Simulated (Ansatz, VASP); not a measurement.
## PtSe in VASP and in Ansatz

```
CELL_PARAMETERS angstrom
-0.02798 2.79841 2.79841
2.79841 -0.02798 2.79841
2.77043 2.77043 0.00000
ATOMIC_POSITIONS crystal
Pt 0.50000 0.50000 0.50000
Se 0.00000 0.00000 0.00000
```

Alike in both runs: functional PBE; k mesh 7 × 7 × 7; occupations fermi-dirac, width 0.05 eV; no spin polarisation.

|  | VASP | Ansatz |
| --- | --- | --- |
| version | VASP 6.6.1 | Ansatz 0.2.0 |
| potentials or method | VASP PAW PBE potentials, release 64 (Pt, Se) | Ansatz PAW |
| plane-wave cutoff (eV) | 520 | 420 |
| valence electrons in the cell | 16 | 34 |
| task | single point | band structure |

Ansatz gave:

| Property | Result |
| --- | --- |
| gap on the k mesh at the Fermi level (eV) | none |
| pressure (GPa) | -14.5 |
| traceless stress, the component that is largest in VASP (GPa) | 0.37 |

Task: Estimate VASP's values.

Result: gap on the k mesh at the Fermi level (eV): none; pressure (GPa): -14.6; traceless stress, the component that is largest in VASP (GPa): 0.38.

A gap of «none» marks a metal or a gap that the smearing closes. VASP's potentials hold 16 valence electrons a cell and Ansatz's 34, so a difference there can come from the potentials and not from the codes.

Spin-orbit coupling is off throughout.
